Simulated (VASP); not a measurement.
# BiAs (rocksalt type) (Fm-3m) in VASP: a series of runs, part 2 of 2

VASP 6.6.1.

## 3. Electric field gradients, PBE (28.00 Å³/atom)

This run uses another cell than the first one, of 28.00 Å³/atom.

File INCAR:

```
PREC = Accurate
ENCUT = 520
EDIFF = 1E-8
ISMEAR = -1
SIGMA = 0.03
LREAL = F
LASPH = T
NELM = 60
ALGO = Normal
ISIF = 2
LWAVE = F
LCHARG = F
GGA = PE
LEFG = T
NBANDS = 17
```

File KPOINTS:

```
Automatic mesh
0
Gamma
  11 11 11
```

File POSCAR:

```
BiAs
1.0
    0.0000000000      3.0364918153      3.0364918153
    3.0364918153      0.0000000000      3.0364918153
    3.0364918153      3.0364918153      0.0000000000
As Bi
1 1
Direct
    0.0000000000      0.0000000000      0.0000000000
    0.5000000000      0.5000000000      0.5000000000
```

Potentials or basis: VASP PAW PBE potentials, release 64 (As, Bi_d).

Run with:

```bash
$ cat potpaw_PBE.64/As/POTCAR potpaw_PBE.64/Bi_d/POTCAR > POTCAR
$ mpirun -np 1 vasp_std > vasp.out
```

OUTCAR:

```text
PREC = Accurate
   ENCUT = 520
   EDIFF = 1E-8
   ISMEAR = -1
   LREAL = F
   LASPH = T
   NELM = 60
   ISIF = 2
   GGA = PE

 ion  position               nearest neighbor table
   1  0.000  0.000  0.000-   2 3.04   2 3.04   2 3.04   2 3.04   2 3.04   2 3.04
   2  0.500  0.500  0.500-   1 3.04   1 3.04   1 3.04   1 3.04   1 3.04   1 3.04

  LATTYP: Found a face centered cubic cell.
 ALAT       =     6.0729836306

  Lattice vectors:

 A1 = (   0.0000000000,   3.0364918153,   3.0364918153)
 A2 = (   3.0364918153,   0.0000000000,   3.0364918153)
 A3 = (   3.0364918153,   3.0364918153,   0.0000000000)

Analysis of symmetry for initial positions (statically):
=====================================================================
 Subroutine PRICEL returns:
 Original cell was already a primitive cell.

 Routine SETGRP: Setting up the symmetry group for a
 face centered cubic supercell.

 Subroutine GETGRP returns: Found 48 space group operations
 (whereof 48 operations were pure point group operations)
 out of a pool of 48 trial point group operations.

The static configuration has the point symmetry O_h .

Analysis of symmetry for dynamics (positions and initial velocities):
=====================================================================
 Subroutine PRICEL returns:
 Original cell was already a primitive cell.

 Routine SETGRP: Setting up the symmetry group for a
 face centered cubic supercell.

 Subroutine GETGRP returns: Found 48 space group operations
 (whereof 48 operations were pure point group operations)
 out of a pool of 48 trial point group operations.

The dynamic configuration has the point symmetry O_h .

 Subroutine INISYM returns: Found 48 space group operations
 (whereof 48 operations are pure point group operations),
 and found     1 'primitive' translations

----------------------------------------------------------------------------------------

                                     Primitive cell

  volume of cell :      55.9946

  direct lattice vectors                    reciprocal lattice vectors
     0.000000000  3.036491815  3.036491815    -0.164663707  0.164663707  0.164663707
     3.036491815  0.000000000  3.036491815     0.164663707 -0.164663707  0.164663707
     3.036491815  3.036491815  0.000000000     0.164663707  0.164663707 -0.164663707

  length of vectors
     4.294247907  4.294247907  4.294247907     0.285205907  0.285205907  0.285205907

  position of ions in fractional coordinates (direct lattice)
     0.000000000  0.000000000  0.000000000
     0.500000000  0.500000000  0.500000000

  ion indices of the primitive-cell ions
   primitive index   ion index
                 1           1
                 2           2

----------------------------------------------------------------------------------------

 KPOINTS: Automatic mesh

Automatic generation of k-mesh.
 Grid dimensions read from file:
 generate k-points for:   11   11   11

 Generating k-lattice:

[... 63 lines left out ...]
   EDIFFG = 0.1E-06   stopping-criterion for IOM
   NSW    =      0    number of steps for IOM
   IBRION =     -1    ionic relax: 0-MD 1-quasi-New 2-CG
   NFREE  =      0    steps in history (QN), initial steepest desc. (CG)
   ISIF   =      2    stress and relaxation
   ISYM   =      2    0-nonsym 1-usesym 2-fastsym
   POTIM  = 0.5000    time-step for ionic-motion
   TEBEG  =    0.0;   TEEND  =   0.0 temperature during run
   PSTRESS=    0.0 pullay stress
   NELECT =      20.0000    total number of electrons
   NUPDOWN=      -1.0000    fix difference up-down
   EMIN   =  10.00;   EMAX   =-10.00  energy-range for DOS
   EFERMI =   0.00;   METHOD = LEGACY
   ISMEAR =    -1;   SIGMA  =   0.03  broadening in eV -4-tet -1-fermi 0-gaus
   EFERMI_NEDOS =   21; number of points for ismear=-14 and -15
   IALGO  =     38    algorithm
   IMIX   =      4    mixing-type and parameters
     AMIX     =   0.40;   BMIX     =  1.00
     AMIX_MAG =   1.60;   BMIX_MAG =  1.00
  volume/ion in A,a.u.               =      28.00       188.94
  Fermi-wavevector in a.u.,A,eV,Ry     =   1.161545  2.195002 18.356801  1.349187
  Thomas-Fermi vector in A             =   2.298116
   LORBIT       =      0    0 simple, 1 ext, 2 COOP (PROOUT), +10 PAW based schemes
   GGA     = PE    functional components
   LHFCALC =     F    Hartree Fock is set to
   AEXX    =    0.0000 exact exchange contribution
   IVDW    =     0    specifies the selected vdW correction
   LEPSILON=     F    determine dielectric tensor
   LRPA    =     F    only Hartree local field effects (RPA)
 non-spin polarized calculation
  energy-cutoff  :      520.00
  volume of cell :       55.99
 maximum number of plane-waves:      1523
   NGX = 15   NGY = 15   NGZ = 15

 number of electron      19.9999992 magnetization

 Free energy of the ion-electron system (eV)
  ---------------------------------------------------
  ext. energy  EPLUGINS =         0.00000000
  ---------------------------------------------------
  free energy    TOTEN  =        -8.52117284 eV

  energy without entropy =       -8.52081035  energy(sigma->0) =       -8.52099159

 E-fermi :   5.9765     XC(G=0):  -9.8263

 val. band max:        5.9089575928   @ k =  -0.1818   0.1818   0.0000
 cond. band min:       6.0344271298   @ k =   0.4545   0.0000   0.0000
 fundamental gap:      0.1254695370
 Fermi energy:         5.9765377166

 k-point     1 :       0.0000    0.0000    0.0000
  band No.  band energies     occupation
      1     -17.1061      2.00000
      2     -17.1061      2.00000
      3     -17.1061      2.00000
      4     -17.1037      2.00000
      5     -17.1037      2.00000
      6      -7.5356      2.00000
[... 457 lines left out ...]
      4     -17.0996      2.00000
      5     -17.0943      2.00000
      6      -6.6104      2.00000
[... 9 lines left out ...]
     16      14.7649      0.00000
     17      15.0579      0.00000

 [... further k-points ...]
[... 5 lines left out ...]
  --------------------------------------------------------------------------------------
  -------------------------------------------------------------------------------------
  Total       -0.4116264     -0.4116264     -0.4116264     -0.0000000      0.0000000     -0.0000000
  in kB      -11.7778900    -11.7778900    -11.7778900     -0.0000000      0.0000000     -0.0000000
  external PRESSURE =     -11.7778900 kB  Pullay stress =       0.0000000 kB

 VOLUME and BASIS-vectors are now :
 -----------------------------------------------------------------------------
  energy-cutoff  :      520.00
  volume of cell :       55.99
      direct lattice vectors                 reciprocal lattice vectors
     0.000000000  3.036491815  3.036491815    -0.164663707  0.164663707  0.164663707
     3.036491815  0.000000000  3.036491815     0.164663707 -0.164663707  0.164663707
     3.036491815  3.036491815  0.000000000     0.164663707  0.164663707 -0.164663707

 POSITION                                       TOTAL-FORCE (eV/Angst)
 -----------------------------------------------------------------------------------
      0.00000      0.00000      0.00000         0.000000      0.000000     -0.000000
      3.03649      3.03649      3.03649        -0.000000     -0.000000      0.000000
 -----------------------------------------------------------------------------------
    total drift:                               -0.000000     -0.000000      0.000000

  FREE ENERGIE OF THE ION-ELECTRON SYSTEM (eV)
  ---------------------------------------------------
  free  energy   TOTEN  =        -8.5211728379 eV

  energy  without entropy=       -8.5208103455  energy(sigma->0) =       -8.52099159

 Electric field gradients (V/A^2)
---------------------------------------------------------------------
 ion       V_xx      V_yy      V_zz      V_xy      V_xz      V_yz
---------------------------------------------------------------------
   1      -0.000     0.000     0.000     0.000     0.000     0.000
   2      -0.000    -0.000    -0.000     0.000     0.000     0.000
---------------------------------------------------------------------

 Electric field gradients after diagonalization (V/A^2)
 (convention: |V_zz| > |V_xx| > |V_yy|)
----------------------------------------------------------------------
 ion       V_xx      V_yy      V_zz     asymmetry (V_yy - V_xx)/ V_zz
----------------------------------------------------------------------
   1      -0.000    -0.000     0.001       0.000
   2      -0.000    -0.000     0.000       0.000
----------------------------------------------------------------------

           NMR quadrupolar parameters

 Cq : quadrupolar parameter    Cq=e*Q*V_zz/h
 eta: asymmetry parameters     (V_yy - V_xx)/ V_zz
 Q  : nuclear electric quadrupole moment in mb (millibarn)
----------------------------------------------------------------------
 ion       Cq(MHz)       eta       Q (mb)
----------------------------------------------------------------------
   1       0.000       0.000       1.000
   2       0.000       0.000       1.000
----------------------------------------------------------------------
```

It took 54 s on 1 thread of Intel Xeon 8259CL, shared host; peak memory 0.21 GiB.

Results:

```
Free energy                             : -8.5212 eV
Pressure                                : -1.2 GPa
Band gap on the k mesh                  : 0.13 eV (least direct gap 0.39 eV)
Largest electric field gradient by atom : zero within the noise of the run
```

Caveat: spin-orbit coupling is left out, which moves the levels of the heavy elements; an odd mesh through Γ misses points on the zone boundary, where band edges can lie.

## 4. Electric field gradients, PBE (29.10 Å³/atom)

This run uses another cell than the first one, of 29.10 Å³/atom.

File INCAR:

```
ALGO     = Normal         # electronic algorithm
EDIFF    = 1E-8           # SCF threshold, eV
ENCUT    = 520            # plane-wave cutoff, eV
GGA      = PE             # functional
ISIF     = 2              # what is computed and relaxed
ISMEAR   = -1             # smearing method
LASPH    = T              # aspherical terms in the spheres
LCHARG   = F              # write CHGCAR
LEFG     = T            
LREAL    = F              # projectors in reciprocal space
LWAVE    = F              # write WAVECAR
NBANDS   = 17             # bands
NELM     = 100            # most SCF steps
PREC     = Accurate       # precision mode
SIGMA    = 0.03           # smearing width, eV
```

File KPOINTS:

```
k-points
0
Gamma
  11 11 11
```

File POSCAR:

```
BiAs
1.0
    0.0000000000      3.0756766768      3.0756766768
    3.0756766768      0.0000000000      3.0756766768
    3.0756766768      3.0756766768      0.0000000000
As Bi
1 1
Direct
    0.0000000000      0.0000000000      0.0000000000
    0.5000000000      0.5000000000      0.5000000000
```

Potentials or basis: VASP PAW PBE potentials, release 64 (As, Bi_d).

Run with:

```bash
$ cat potpaw_PBE.64/As/POTCAR potpaw_PBE.64/Bi_d/POTCAR > POTCAR
$ mpirun -np 1 vasp_std > vasp.out
```

OUTCAR:

```text
EDIFF = 1E-8
   ENCUT = 520
   GGA = PE
   ISIF = 2
   ISMEAR = -1
   LASPH = T
   LREAL = F
   NELM = 100
   PREC = Accurate

 ion  position               nearest neighbor table
   1  0.000  0.000  0.000-   2 3.08   2 3.08   2 3.08   2 3.08   2 3.08   2 3.08
   2  0.500  0.500  0.500-   1 3.08   1 3.08   1 3.08   1 3.08   1 3.08   1 3.08

  LATTYP: Found a face centered cubic cell.
 ALAT       =     6.1513533536

  Lattice vectors:

 A1 = (   0.0000000000,   3.0756766768,   3.0756766768)
 A2 = (   3.0756766768,   0.0000000000,   3.0756766768)
 A3 = (   3.0756766768,   3.0756766768,   0.0000000000)

Analysis of symmetry for initial positions (statically):
=====================================================================
 Subroutine PRICEL returns:
 Original cell was already a primitive cell.

 Routine SETGRP: Setting up the symmetry group for a
 face centered cubic supercell.

 Subroutine GETGRP returns: Found 48 space group operations
[... 666 lines left out ...]
  volume of cell :       58.19
      direct lattice vectors                 reciprocal lattice vectors
     0.000000000  3.075676677  3.075676677    -0.162565852  0.162565852  0.162565852
     3.075676677  0.000000000  3.075676677     0.162565852 -0.162565852  0.162565852
     3.075676677  3.075676677  0.000000000     0.162565852  0.162565852 -0.162565852

 POSITION                                       TOTAL-FORCE (eV/Angst)
 -----------------------------------------------------------------------------------
      0.00000      0.00000      0.00000         0.000000      0.000000     -0.000000
      3.07568      3.07568      3.07568        -0.000000     -0.000000      0.000000
 -----------------------------------------------------------------------------------
    total drift:                               -0.000000     -0.000000      0.000000

  FREE ENERGIE OF THE ION-ELECTRON SYSTEM (eV)
  ---------------------------------------------------
  free  energy   TOTEN  =        -8.4912094225 eV

  energy  without entropy=       -8.4908329126  energy(sigma->0) =       -8.49102117

 Electric field gradients (V/A^2)
---------------------------------------------------------------------
 ion       V_xx      V_yy      V_zz      V_xy      V_xz      V_yz
---------------------------------------------------------------------
   1      -0.000    -0.000    -0.000     0.000     0.000     0.000
   2      -0.000    -0.000     0.000    -0.001    -0.001    -0.001
---------------------------------------------------------------------

 Electric field gradients after diagonalization (V/A^2)
 (convention: |V_zz| > |V_xx| > |V_yy|)
----------------------------------------------------------------------
 ion       V_xx      V_yy      V_zz     asymmetry (V_yy - V_xx)/ V_zz
----------------------------------------------------------------------
   1      -0.000    -0.000     0.001       0.000
   2       0.001     0.001    -0.002       0.000
----------------------------------------------------------------------

           NMR quadrupolar parameters

 Cq : quadrupolar parameter    Cq=e*Q*V_zz/h
 eta: asymmetry parameters     (V_yy - V_xx)/ V_zz
 Q  : nuclear electric quadrupole moment in mb (millibarn)
----------------------------------------------------------------------
 ion       Cq(MHz)       eta       Q (mb)
----------------------------------------------------------------------
   1       0.000       0.000       1.000
   2      -0.000       0.000       1.000
----------------------------------------------------------------------
```

OSZICAR:

```text
N       E                     dE             d eps       ncg     rms          rms(c)
DAV:   1     0.139906617458E+03    0.13991E+03   -0.10370E+04  1905   0.124E+03
DAV:   2     0.137046555775E+01   -0.13854E+03   -0.13587E+03  2019   0.312E+02
DAV:   3    -0.844947082862E+01   -0.98199E+01   -0.97383E+01  2391   0.852E+01
DAV:   4    -0.868850479300E+01   -0.23903E+00   -0.23890E+00  2336   0.143E+01
DAV:   5    -0.869636676034E+01   -0.78620E-02   -0.78613E-02  2640   0.242E+00    0.228E+00
DAV:   6    -0.848320599110E+01    0.21316E+00   -0.84289E-01  2780   0.470E+00    0.104E+00
DAV:   7    -0.848978154364E+01   -0.65756E-02   -0.65060E-02  2128   0.122E+00    0.556E-01
DAV:   8    -0.849149922567E+01   -0.17177E-02   -0.75630E-03  2213   0.682E-01    0.944E-02
DAV:   9    -0.849119196882E+01    0.30726E-03   -0.27586E-03  2795   0.298E-01    0.516E-02
DAV:  10    -0.849120578318E+01   -0.13814E-04   -0.23386E-04  2274   0.802E-02    0.411E-02
DAV:  11    -0.849120950410E+01   -0.37209E-05   -0.17008E-05  2506   0.369E-02    0.416E-03
DAV:  12    -0.849120919217E+01    0.31192E-06   -0.12816E-06  2316   0.938E-03    0.222E-03
DAV:  13    -0.849120925856E+01   -0.66389E-07   -0.10016E-07  2584   0.194E-03    0.138E-03
DAV:  14    -0.849120941264E+01   -0.15408E-06   -0.26270E-08  1869   0.137E-03    0.130E-04
DAV:  15    -0.849120942245E+01   -0.98112E-08   -0.31851E-09  1177   0.655E-04
   1 F= -.84912094E+01 E0= -.84910212E+01  d E =-.376510E-03
```

Run time: 55 s. Hardware: 1 thread of Intel Xeon 8259CL, shared host; peak memory 0.21 GiB.

What came out:

- Free energy: -8.4912 eV
- Pressure: -3.2 GPa
- Band gap on the k mesh: 0.12 eV (least direct gap 0.39 eV)
- Largest electric field gradient by atom: zero within the noise of the run

Caveat: the cell stands under tension; spin-orbit coupling is left out, which moves the levels of the heavy elements; an odd mesh through Γ misses points on the zone boundary, where band edges can lie.

## 5. Summary

```tsv
cell	gap on the mesh (eV)	pressure (GPa)
a = 4.266 Å, angles 60.0°, 2 atoms	0.13	0.0
a = 4.294 Å, angles 60.0°, 2 atoms	0.13	-1.2
a = 4.350 Å, angles 60.0°, 2 atoms	0.12	-3.2
```

Alike in all rows: task electric field gradients; level PBE; potentials or basis VASP PAW PBE potentials, release 64 (As, Bi_d); no spin polarisation; k mesh 11 × 11 × 11; cutoff (eV) 520; smearing fermi-dirac 0.03 eV.

Caveats: spin-orbit coupling is left out, which moves the levels of the heavy elements; an odd mesh through Γ misses points on the zone boundary, where band edges can lie; the cell stands under tension (at least some runs).

Absolute energies hang on the potentials; compare differences alone.
